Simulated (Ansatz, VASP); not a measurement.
## TiO in VASP and in Ansatz

Contents of INCAR:

```
SYSTEM = TiO
PREC = Accurate ; ENCUT = 520
EDIFF = 1E-6 ; ISMEAR = 0
SIGMA = 0.1 ; LREAL = .FALSE.
LASPH = .TRUE. ; NELM = 80
ALGO = Normal ; ISIF = 2
LWAVE = .FALSE. ; LCHARG = .TRUE.
GGA = PS ; LELF = .TRUE.
LVHAR = .TRUE. ; NBANDS = 26
```

The input KPOINTS:

```
Automatic mesh
0
G
  9 9 4
  0 0 0
```

The input POSCAR:

```
TiO
1.0
    2.8516080131      0.0000000000      0.0000000000
   -1.4258040066      2.4695649810      0.0000000000
    0.0000000000      0.0000000000      5.5675030000
Ti O
2 2
Direct
    0.3333333333      0.6666666667      0.2500000000
    0.6666666667      0.3333333333      0.7500000000
    0.0000000000      0.0000000000      0.0000000000
    0.0000000000      0.0000000000      0.5000000000
```

Input for Ansatz:

```yaml
crystal:
  lattice:
    - [2.8516080131, 0.0, 0.0]
    - [-1.4258040066, 2.469564981, 0.0]
    - [0.0, 0.0, 5.567503]
  atoms:
    - { symbol: Ti, position: [0.3333333333, 0.6666666667, 0.25] }
    - { symbol: Ti, position: [0.6666666667, 0.3333333333, 0.75] }
    - { symbol: O, position: [0.0, 0.0, 0.0] }
    - { symbol: O, position: [0.0, 0.0, 0.5] }
basis:
  ecutwfc: 420
kpoints:
  mp_grid: { grid: [9, 9, 4] }
hamiltonian:
  xc: pbesol
scf:
  occupations: { method: gaussian, width: 0.1 }
output:
  forces: true
  stress: true
  eigenvalues: true
```

Alike in both runs: task single point; functional PBEsol; k mesh 9 × 9 × 4; occupations gaussian, width 0.1 eV; no spin polarisation.

|  | VASP | Ansatz |
| --- | --- | --- |
| version | VASP 6.6.1 | Ansatz 0.2.0 |
| potentials or method | VASP PAW PBE potentials, release 64 (Ti_sv, O), cutoff 520 eV | scalar-relativistic, plane waves, PAW |
| valence electrons in the cell | 36 | 36 |

Ansatz gave:

```
gap on the k mesh at the Fermi level (eV)                     : none
pressure (GPa)                                                : -10.0
traceless stress, the component that is largest in VASP (GPa) : -1.83
```

Problem. Which values does VASP return?

Solution. gap on the k mesh at the Fermi level (eV): none; pressure (GPa): -9.3; traceless stress, the component that is largest in VASP (GPa): -1.76.

VASP's potentials were made for PBE, not for PBEsol. A gap of «none» marks a metal or a gap that the smearing closes.
